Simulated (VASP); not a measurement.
Here is a VASP 6.6.1 calculation.

INCAR

```
SYSTEM = Ti3O4
PREC     = Accurate       ! precision mode
ENCUT    = 520            ! plane-wave cutoff, eV
EDIFF    = 1E-7           ! SCF threshold, eV
ISMEAR   = 0              ! smearing method
SIGMA    = 0.15           ! smearing width, eV
LREAL    = .FALSE.        ! projectors in reciprocal space
LASPH    = .TRUE.         ! aspherical terms in the spheres
NELM     = 100            ! most SCF steps
ALGO     = Fast           ! electronic algorithm
ISIF     = 2              ! what is computed and relaxed
LWAVE    = .FALSE.        ! write WAVECAR
LCHARG   = .FALSE.        ! write CHGCAR
GGA      = PS             ! functional
NBANDS   = 39             ! bands
```

KPOINTS

```
Automatic mesh
0
G
  8 8 14
  0 0 0
```

File POSCAR:

```
Ti3O4
1.0
    2.9128162286     -4.0303540220      0.0000000000
    2.9128162286      4.0303540220      0.0000000000
    0.0000000000      0.0000000000      2.9690273773
Ti O
3 4
Direct
    0.0000000000      0.0000000000      0.5000000000
    0.5000000000      0.0000000000      0.0000000000
    0.0000000000      0.5000000000      0.0000000000
    0.7627833111      0.7627833111      0.0126303989
    0.2588765548      0.7411234452      0.5126303989
    0.2372166889      0.2372166889      0.0126303989
    0.7411234452      0.2588765548      0.5126303989
```

Potentials or basis: VASP PAW PBE potentials, release 64 (Ti_sv, O).

Command:

```bash
$ cat potpaw_PBE.64/Ti_sv/POTCAR potpaw_PBE.64/O/POTCAR > POTCAR
$ mpirun -np 1 vasp_std > vasp.out
```

Question: Estimate the band gap on the k mesh.

Answer: Zero (bands 30 and 31 overlap by 1.09 eV).

Question: What does it give for the largest force?

Answer: 0.473 eV/Å.

Forces in eV/Å, atoms in the order of the input:
```
Ti   0.000  0.000  0.473
Ti   0.000  0.000  0.431
Ti   0.000  0.000  0.431
O   -0.045  0.000 -0.305
O    0.000  0.000 -0.362
O    0.045  0.000 -0.305
O    0.000  0.000 -0.362
```

Caveat: the cell differs from its parent crystal (all O atoms moved +0.037 Å, as atom 4 along Cartesian [0 0 1]); the PAW data sets were made with another functional, which shifts forces and pressure a little; semilocal functionals often make such compounds metallic where correlation or magnetic order opens a gap, which also shifts bond lengths.
